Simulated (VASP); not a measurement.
Hf4Pt:

```
Hf Pt
1.0
     4.83598    0.00000    0.00000
    -2.41799    4.18808    0.00000
     0.00000    0.00000    5.59990
Hf Pt
4 1
Direct
  0.33333 0.66667 0.75924
  0.33333 0.66667 0.24076
  0.66667 0.33333 0.24076
  0.66667 0.33333 0.75924
  0.00000 0.00000 0.00000
```

The cell was generated, and may not be a known phase.

| Property | Result |
| --- | --- |
| Program | VASP 6.6.1 |
| Task | relaxation of cell and atoms |
| Functional | PBE |
| Potentials or basis | VASP PAW PBE potentials, release 64 (Hf_pv, Pt) |
| Cutoff | 600 eV |
| k mesh | 6 × 6 × 4 |
| Occupations | gaussian, width 0.1 eV |
| Spin | no spin polarisation |

At the start: pressure 0.2 GPa; volume 22.68 Å³/atom.

Problem. How do energy, volume and symmetry change on relaxing?

Solution. Over 5 steps the energy falls by 6.9 meV/atom and the volume is 22.63 Å³/atom (-0.2 %); space group P6/mmm (No. 191, to 0.1 Å) before and after.

The path:
```tsv
step	energy change (eV)	largest force (eV/Å)	pressure (GPa)	volume (Å³)
1	0.0000	0.6177	0.19	113.42
2	-0.0327	0.0789	-0.60	113.86
3	-0.0334	0.0081	-0.52	113.80
4	-0.0337	0.0130	0.43	112.64
5	-0.0345	0.0031	-0.01	113.16
```

Final structure:
```xyz
5
Lattice="4.8422 0.0000 0.0000 -2.4211 4.1934 0.0000 0.0000 0.0000 5.5731" Properties=species:S:1:pos:R:3 pbc="T T T"
Hf    0.0000    2.7956    4.2044
Hf    0.0000    2.7956    1.3687
Hf    2.4211    1.3978    1.3687
Hf    2.4211    1.3978    4.2044
Pt    0.0000    0.0000    0.0000
```
